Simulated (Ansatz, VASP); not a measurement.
**Two plane-wave programs on AlN**

Contents of POSCAR:

```
AlN
1.0
    3.1135756528      0.0000000000      0.0000000000
   -1.5567878264      2.6964356119      0.0000000000
    0.0000000000      0.0000000000      4.9831268775
Al N
2 2
Direct
    0.3333333333      0.6666666667     -0.0590000000
    0.6666666667      0.3333333333      0.4410000000
    0.3333333333      0.6666666667      0.4410000000
    0.6666666667      0.3333333333      0.9410000000
```

File INCAR.step1:

```
  PREC = Accurate
  ENCUT = 520
  ISMEAR = 0
  SIGMA = 0.01
  LREAL = F
  LASPH = T
  NELM = 100
  NBANDS = 16
  GGA = PE
  ALGO = Normal
  EDIFF = 1E-4
  LWAVE = T
  LCHARG = F
```

INCAR.step2

```
  PREC = Accurate
  ENCUT = 520
  EDIFF = 1E-6
  ISMEAR = 0
  SIGMA = 0.01
  LREAL = F
  LASPH = T
  NELM = 100
  ALGO = Normal
  ISIF = 2
  LWAVE = F
  LCHARG = F
  METAGGA = R2SCAN
  LMIXTAU = T
  NBANDS = 16
  ISTART = 1
```

File KPOINTS:

```
Automatic mesh
0
Gamma
  9 9 6
```

Input for Ansatz:

```yaml
crystal:
  lattice:
    - [3.1135756528, 0.0, 0.0]
    - [-1.5567878264, 2.6964356119, 0.0]
    - [0.0, 0.0, 4.9831268775]
  atoms:
    - { symbol: Al, position: [0.3333333333, 0.6666666667, -0.059] }
    - { symbol: Al, position: [0.6666666667, 0.3333333333, 0.441] }
    - { symbol: "N", position: [0.3333333333, 0.6666666667, 0.441] }
    - { symbol: "N", position: [0.6666666667, 0.3333333333, 0.941] }
basis:
  ecutwfc: 500
  xc_grid: 2
kpoints:
  mp_grid: { grid: [9, 9, 6] }
hamiltonian:
  xc: r2scan
  pseudopotentials: { kind: paw, azcp: { folder: soft_1 } }
scf:
  occupations: { method: fixed }
output:
  forces: true
  stress: true
  eigenvalues: true
  polarization: {}
```

Change from the starting cell: polar distortion scaled by 0.00.

Alike in both runs: task single point; functional r2SCAN; k mesh 9 × 9 × 6; no spin polarisation.

|  | VASP | Ansatz |
| --- | --- | --- |
| version | VASP 6.6.1 | Ansatz 0.2.0 |
| potentials or method | VASP PAW PBE potentials, release 64 (Al, N), cutoff 520 eV | scalar-relativistic, plane waves, PAW |
| occupations | gaussian, width 0.01 eV | fixed |
| valence electrons in the cell | 16 | 16 |

VASP gave:

```
gap on the k mesh at the Fermi level (eV)                     : 3.28
least direct gap on the mesh (eV)                             : 3.28
pressure (GPa)                                                : 7.1
traceless stress, the component that is largest in VASP (GPa) : -19.30
```

Q: What did Ansatz give for the same quantities?

A: gap on the k mesh at the Fermi level (eV): 3.27; least direct gap on the mesh (eV): 3.27; pressure (GPa): 7.3; traceless stress, the component that is largest in VASP (GPa): -19.05.

VASP's potentials were made for PBE, not for r2SCAN.
